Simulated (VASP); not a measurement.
A run of VASP 6.6.1 is set up as follows.

INCAR

```
PREC = Accurate
ENCUT = 600
EDIFF = 1E-6
ISMEAR = 0
SIGMA = 0.1
LREAL = F
LASPH = T
NELM = 200
ALGO = Normal
ISIF = 2
LWAVE = F
LCHARG = F
ISPIN = 2
MAGMOM = 7.85
LORBIT = 11
LMAXMIX = 6
LDAU = T
LDAUTYPE = 2
LDAUL = 3
LDAUU = 6
LDAUJ = 0
LDAUPRINT = 1
GGA = PE
NBANDS = 18
GGA_COMPAT = F
```

Contents of KPOINTS:

```
regular mesh
0
Gamma
  14 14 14
```

File POSCAR:

```
Eu
1.0
   -2.2119739174      2.2119739174      2.2119739174
    2.2119739174     -2.2119739174      2.2119739174
    2.2119739174      2.2119739174     -2.2119739174
Eu
1
Direct
    0.0000000000      0.0000000000      0.0000000000
```

Potentials or basis: VASP PAW PBE potentials, release 64 (Eu).

Run with:

```bash
$ cat potpaw_PBE.64/Eu/POTCAR > POTCAR
$ mpirun -np 1 vasp_std > vasp.out
```

(1) What does it give for the site moments?

(2) What does it give for the pressure?

(3) Estimate the net moment.

Results:

(1) Eu +6.80 μB.

(2) 1.6 GPa.

(3) 7.29 μB per cell.
